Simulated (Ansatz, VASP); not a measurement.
## One calculation of Ru, two programs

```
CELL_PARAMETERS angstrom
2.62229 0.00000 0.00000
-1.31114 2.27097 0.00000
0.00000 0.00000 4.14562
ATOMIC_POSITIONS crystal
Ru 0.33333 0.66667 0.25000
Ru 0.66667 0.33333 0.75000
```

Change from the starting cell: strain -0.025 along x and y, -0.025 along z, atoms carried along.

Alike in both runs: task single point; functional PBEsol; k mesh 24 × 24 × 14; occupations gaussian, width 0.15 eV; no spin polarisation.

```csv
,VASP,Ansatz
version,VASP 6.6.1,Ansatz 0.2.0
potentials or method,"VASP PAW PBE potentials, release 64 (Ru_pv), cutoff 520 eV","scalar-relativistic, plane waves, PAW"
valence electrons in the cell,28,32
```

|  | VASP | Ansatz | Ansatz less VASP |
| --- | --- | --- | --- |
| gap on the k mesh at the Fermi level (eV) | none | none | - |
| pressure (GPa) | 31.9 | 31.7 | -0.15 |
| traceless stress, the component that is largest in VASP (GPa) | 0.68 | 0.63 | -0.043 |

VASP's potentials were made for PBE, not for PBEsol. A gap of «none» marks a metal or a gap that the smearing closes. Both programs put the cell under a high pressure, so it lies far from rest at this level. With one functional, cell and mesh, what is left measures potentials, basis and numerics. VASP's potentials hold 28 valence electrons a cell and Ansatz's 32, so a difference there can come from the potentials and not from the codes.
